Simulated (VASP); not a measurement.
Crystal: Se.

```
Se
1.0
     2.81056    0.00000    0.00000
     0.00000    2.81056    0.00000
     0.00000    0.00000    2.81056
Se
1
Direct
  0.00000 0.00000 0.00000
```

| Item | Value |
| --- | --- |
| Program | VASP 6.6.1 |
| Task | relaxation of cell and atoms |
| Functional | PBEsol |
| Dispersion | D3(BJ) |
| Potentials or basis | VASP PAW PBE potentials, release 64 (Se) |
| Cutoff | 600 eV |
| k mesh | 9 × 9 × 9 |
| Occupations | fermi-dirac, width 0.05 eV |
| Spin | no spin polarisation |

At the start: pressure -4.0 GPa; volume 22.20 Å³/atom.

How do energy, volume and symmetry change on relaxing?

Over 3 steps the energy falls by 14.8 meV/atom and the volume is 21.07 Å³/atom (-5.1 %); space group Pm-3m (No. 221, to 0.05 Å).

Step by step:
| step | energy change (eV) | largest force (eV/Å) | pressure (GPa) | volume (Å³) |
| --- | --- | --- | --- | --- |
| 1 | 0.0000 | 0.0000 | -3.98 | 22.20 |
| 2 | -0.0102 | 0.0000 | 2.61 | 20.48 |
| 3 | -0.0148 | 0.0000 | 0.00 | 21.07 |

Final structure:
```
CELL_PARAMETERS angstrom
2.76188 0.00000 0.00000
0.00000 2.76188 0.00000
0.00000 0.00000 2.76188
ATOMIC_POSITIONS crystal
Se 0.00000 0.00000 0.00000
```

Caveat: the PAW data sets were made with another functional, which shifts forces and pressure a little; pairwise dispersion overbinds metals, which lowers pressure and volume.
